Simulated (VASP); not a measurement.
Pt: single point with PBE+D3(BJ)

Crystal: Pt.

```xyz
4
Lattice="5.4684 0.0000 0.0008 -2.7342 7.8930 0.0008 -1.3669 -1.9730 1.3966" Properties=species:S:1:pos:R:3 pbc="T T T"
Pt    0.0000    0.0000    0.0000
Pt    2.7342    0.0000    0.0004
Pt    0.0000    3.9465    0.0006
Pt    2.7342    3.9465    0.0010
```

```json
{
  "Program": "VASP 6.6.1",
  "Task": "single point",
  "Functional": "PBE",
  "Dispersion": "D3(BJ)",
  "Potentials or basis": "VASP PAW PBE potentials, release 64 (Pt)",
  "Cutoff": "520 eV",
  "k mesh": "7 × 5 × 24",
  "Occupations": "gaussian, width 0.1 eV",
  "Spin": "no spin polarisation",
  "Dipole correction": "no",
  "Further INCAR settings": "ALGO = Fast; EDIFF = 1e-06; NBANDS = 28"
}
```

```yaml
Pressure: 1.1 GPa
Band_gap_on_the_k_mesh: zero (bands 20 and 21 overlap by 1.58 eV)
Dispersion_energy_per_atom: -0.780 eV
```

Stress tensor (GPa, compression positive):
```
 3.57  0.11  0.01
 0.11  0.18  0.01
 0.01  0.01 -0.55
```

Levels at points of the mesh, in eV from the Fermi level:
```csv
k point,band 17,band 18,band 19,band 20,band 21,band 22,band 23,band 24
"(0.00, 0.00, 0.00)",-1.56,-0.56,-0.01,0.06,0.23,0.23,3.15,3.15
"(0.00, 0.00, 0.50)",0.06,0.24,0.24,0.49,0.51,1.67,3.15,3.15
```

Run time: 27 min on 1 thread of Oxide Virtual Turin-like Processor, with other jobs on the host, peak memory 0.61 GiB.

Caveat: spin-orbit coupling is left out, which moves the levels of the heavy elements.
